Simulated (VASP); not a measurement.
# Se (P3_221) in VASP: a series of runs, part 2 of 2

VASP 6.6.1.

**3. Electric field gradients, PBEsol (volume scaled by 1.01)**

Contents of INCAR:

```
SYSTEM = Se
PREC = Accurate
ENCUT = 520
EDIFF = 1E-8
ISMEAR = -1
SIGMA = 0.02
LREAL = .FALSE.
LASPH = .TRUE.
NELM = 100
ALGO = Normal
ISIF = 2
LWAVE = .FALSE.
LCHARG = .FALSE.
GGA = PS
LEFG = .TRUE.
NBANDS = 16
```

Contents of KPOINTS:

```
Automatic mesh
0
G
  8 8 6
  0 0 0
```

Contents of POSCAR:

```
Se
1.0
    4.3696387861      0.0000000000      0.0000000000
   -2.1848193931      3.7842181942      0.0000000000
    0.0000000000      0.0000000000      4.9658934763
Se
3
Direct
    0.2170000000      0.0000000000      0.1666666667
    0.0000000000      0.2170000000      0.8333333333
    0.7830000000      0.7830000000      0.5000000000
```

Potentials or basis: VASP PAW PBE potentials, release 64 (Se).

Started as:

```bash
$ cat potpaw_PBE.64/Se/POTCAR > POTCAR
$ mpirun -np 1 vasp_std > vasp.out
```

OUTCAR:

```text
SYSTEM = Se
   PREC = Accurate
   ENCUT = 520
   EDIFF = 1E-8
   ISMEAR = -1
   LREAL = .FALSE.
   LASPH = .TRUE.
   NELM = 100
   ISIF = 2
   GGA = PS

 ion  position               nearest neighbor table
   1  0.217  0.000  0.167-   3 2.33   2 2.33
   2  0.000  0.217  0.833-   3 2.33   1 2.33
   3  0.783  0.783  0.500-   1 2.33   2 2.33

  LATTYP: Found a hexagonal cell.
 ALAT       =     4.3696387861
 C/A-ratio  =     1.1364539998

  Lattice vectors:

 A1 = (   4.3696387861,   0.0000000000,   0.0000000000)
 A2 = (  -2.1848193931,   3.7842181942,   0.0000000000)
 A3 = (   0.0000000000,   0.0000000000,   4.9658934763)

Analysis of symmetry for initial positions (statically):
=====================================================================
 Subroutine PRICEL returns:
 Original cell was already a primitive cell.

 Routine SETGRP: Setting up the symmetry group for a
 hexagonal supercell.

 Subroutine GETGRP returns: Found  6 space group operations
 (whereof  2 operations were pure point group operations)
 out of a pool of 24 trial point group operations.

The static configuration has the point symmetry C_2 .
 The point group associated with its full space group is D_3 .

Analysis of symmetry for dynamics (positions and initial velocities):
=====================================================================
 Subroutine PRICEL returns:
 Original cell was already a primitive cell.

 Routine SETGRP: Setting up the symmetry group for a
 hexagonal supercell.

 Subroutine GETGRP returns: Found  6 space group operations
[... 159 lines left out ...]

 k-point     1 :       0.0000    0.0000    0.0000
  band No.  band energies     occupation
      1     -13.5387      2.00000
      2      -9.2719      2.00000
      3      -9.2719      2.00000
      4      -1.4288      2.00000
      5      -1.4288      2.00000
      6      -1.2198      2.00000
[... 433 lines left out ...]
      3      -8.6386      2.00000
      4      -2.8137      2.00000
      5      -2.5492      2.00000
      6      -0.8317      2.00000
[... 8 lines left out ...]
     15      11.0858      0.00000
     16      12.0137      0.00000

 [... further k-points ...]
[... 5 lines left out ...]
  --------------------------------------------------------------------------------------
  -------------------------------------------------------------------------------------
  Total        0.9220478      0.9220478      1.9793262     -0.0000000     -0.0000000      0.0000000
  in kB       17.9905698     17.9905698     38.6196965     -0.0000000     -0.0000000      0.0000000
  external PRESSURE =      24.8669454 kB  Pullay stress =       0.0000000 kB

 VOLUME and BASIS-vectors are now :
 -----------------------------------------------------------------------------
  energy-cutoff  :      520.00
  volume of cell :       82.11
      direct lattice vectors                 reciprocal lattice vectors
     4.369638786  0.000000000  0.000000000     0.228851868  0.132127688  0.000000000
    -2.184819393  3.784218194  0.000000000     0.000000000  0.264255376  0.000000000
     0.000000000  0.000000000  4.965893476     0.000000000  0.000000000  0.201373631

 POSITION                                       TOTAL-FORCE (eV/Angst)
 -----------------------------------------------------------------------------------
      0.94821      0.00000      0.82765         0.945013     -0.000000      0.000000
     -0.47411      0.82118      4.13824        -0.472506      0.818405      0.000000
      1.71071      2.96304      2.48295        -0.472506     -0.818405     -0.000000
 -----------------------------------------------------------------------------------
    total drift:                                0.000001      0.000001      0.000000

  FREE ENERGIE OF THE ION-ELECTRON SYSTEM (eV)
  ---------------------------------------------------
  free  energy   TOTEN  =       -11.4208219182 eV

  energy  without entropy=      -11.4208219182  energy(sigma->0) =      -11.42082192

 Electric field gradients (V/A^2)
---------------------------------------------------------------------
 ion       V_xx      V_yy      V_zz      V_xy      V_xz      V_yz
---------------------------------------------------------------------
   1     149.078  -340.022   190.944    -0.000     0.000  -310.433
   2    -217.746    26.803   190.944  -211.787   268.843   155.216
   3    -217.746    26.803   190.943   211.786  -268.843   155.216
---------------------------------------------------------------------

 Electric field gradients after diagonalization (V/A^2)
 (convention: |V_zz| > |V_xx| > |V_yy|)
----------------------------------------------------------------------
 ion       V_xx      V_yy      V_zz     asymmetry (V_yy - V_xx)/ V_zz
----------------------------------------------------------------------
   1     333.933   149.078  -483.011       0.383
   2     333.933   149.078  -483.011       0.383
   3     333.933   149.078  -483.011       0.383
----------------------------------------------------------------------

           NMR quadrupolar parameters

 Cq : quadrupolar parameter    Cq=e*Q*V_zz/h
 eta: asymmetry parameters     (V_yy - V_xx)/ V_zz
 Q  : nuclear electric quadrupole moment in mb (millibarn)
----------------------------------------------------------------------
 ion       Cq(MHz)       eta       Q (mb)
----------------------------------------------------------------------
   1      -1.168       0.383       1.000
   2      -1.168       0.383       1.000
   3      -1.168       0.383       1.000
----------------------------------------------------------------------
```

OSZICAR:

```text
N       E                     dE             d eps       ncg     rms          rms(c)
DAV:   1     0.831911855616E+02    0.83191E+02   -0.71362E+03  1600   0.931E+02
DAV:   2    -0.612964570725E+01   -0.89321E+02   -0.85290E+02  2152   0.157E+02
DAV:   3    -0.114876371232E+02   -0.53580E+01   -0.53399E+01  1968   0.434E+01
DAV:   4    -0.115255734174E+02   -0.37936E-01   -0.37925E-01  2088   0.432E+00
DAV:   5    -0.115258373704E+02   -0.26395E-03   -0.26395E-03  2008   0.358E-01    0.748E+00
DAV:   6    -0.114505930768E+02    0.75244E-01   -0.37867E-02  1936   0.118E+00    0.461E+00
DAV:   7    -0.114216632827E+02    0.28930E-01   -0.76419E-02  1832   0.163E+00    0.203E-01
DAV:   8    -0.114207450002E+02    0.91828E-03   -0.90912E-03  1808   0.581E-01    0.945E-02
DAV:   9    -0.114208036400E+02   -0.58640E-04   -0.28607E-04  2240   0.107E-01    0.310E-02
DAV:  10    -0.114208204746E+02   -0.16835E-04   -0.27348E-05  1896   0.344E-02    0.640E-03
DAV:  11    -0.114208221680E+02   -0.16934E-05   -0.58658E-06  2176   0.142E-02    0.351E-03
DAV:  12    -0.114208219393E+02    0.22866E-06   -0.11945E-06  2032   0.683E-03    0.104E-03
DAV:  13    -0.114208219263E+02    0.13051E-07   -0.22598E-07  2072   0.265E-03    0.355E-04
DAV:  14    -0.114208219182E+02    0.80813E-08   -0.20129E-08  2072   0.831E-04
   1 F= -.11420822E+02 E0= -.11420822E+02  d E =-.108318E-10
```

stdout:

```text
POSCAR found type information on POSCAR Se
 POSCAR found :  1 types and       3 ions
 scaLAPACK will be used
 -----------------------------------------------------------------------------
|                                                                             |
|                                                                             |
|     You enforced a specific xc type in the INCAR file but a different       |
|     I HOPE YOU KNOW WHAT YOU ARE DOING!                                     |
|                                                                             |
 -----------------------------------------------------------------------------

 LDA part: xc-table for (Slater+PW92), standard interpolation
 POSCAR, INCAR and KPOINTS ok, starting setup
 FFT: planning ... GRIDC
 FFT: planning ... GRID_SOFT
 FFT: planning ... GRID
 WAVECAR not read
 entering main loop
ion   1

ion   2
     0.0000499     3.9656579    -2.7966419    -2.9143393    -4.8439259     2.2895737
     0.0000687     3.9656579    -2.7966419    -2.9143393    -4.8439258     2.2895737
     0.0000946     3.9656579    -2.7966418    -2.9143393    -4.8439258     2.2895736
     0.0001302     3.9656578    -2.7966418    -2.9143392    -4.8439257     2.2895736
[... 12 lines left out ...]
     0.0000499  -193.8091118  -141.8954888  -151.1296661   245.7701960   111.8957428
     0.0000687  -193.8043913  -141.8920204  -151.1259759   245.7641886   111.8930174
     0.0000946  -193.7967390  -141.8863979  -151.1199943   245.7544501   111.8885994
     0.0001302  -193.7843956  -141.8773287  -151.1103466   245.7387417   111.8814729
```

It took 58 s on 1 thread of AMD EPYC 7R43 (Zen 3), shared host; peak memory 0.18 GiB.

What came out:

* Free energy: -11.4208 eV
* Pressure: 2.5 GPa
* Largest force: 0.945 eV/Å
* Band gap on the k mesh: 1.04 eV, indirect (least direct gap 1.11 eV)

Forces on the atoms (eV/Å):
```
Se   0.945  0.000  0.000
Se  -0.473  0.818  0.000
Se  -0.473 -0.818  0.000
```

Stress tensor (GPa, compression positive):
```
1.80 0.00 0.00
0.00 1.80 0.00
0.00 0.00 3.86
```

Levels at points of the mesh, in eV from the valence-band top:
| k point | band 7 | band 8 | band 9 | band 10 | band 11 | band 12 |
| --- | --- | --- | --- | --- | --- | --- |
| (0.00, 0.00, 0.00) | -2.16 | -2.16 | -0.39 | 1.99 | 1.99 | 2.40 |
| (0.50, 0.00, 0.00) | -2.96 | -1.95 | -1.05 | 2.01 | 2.55 | 4.26 |
| (0.00, 0.00, 0.50) | -1.56 | -1.56 | -1.20 | 1.24 | 1.35 | 1.35 |
| (0.50, 0.00, 0.50) | -1.86 | -1.42 | 0.00 | 1.49 | 2.76 | 3.11 |

Electric field gradients, principal values (V/Å²):
```
atom    least   middle  greatest (by size)
1 Se  149.078  333.933            -483.011
2 Se  149.078  333.933            -483.011
3 Se  149.078  333.933            -483.011
```

Caveat: without QUAD_EFG the Cq values of the log hold for a quadrupole moment of 1 mb, not for the nuclei; the PAW data sets were made with another functional, which shifts forces and pressure a little.
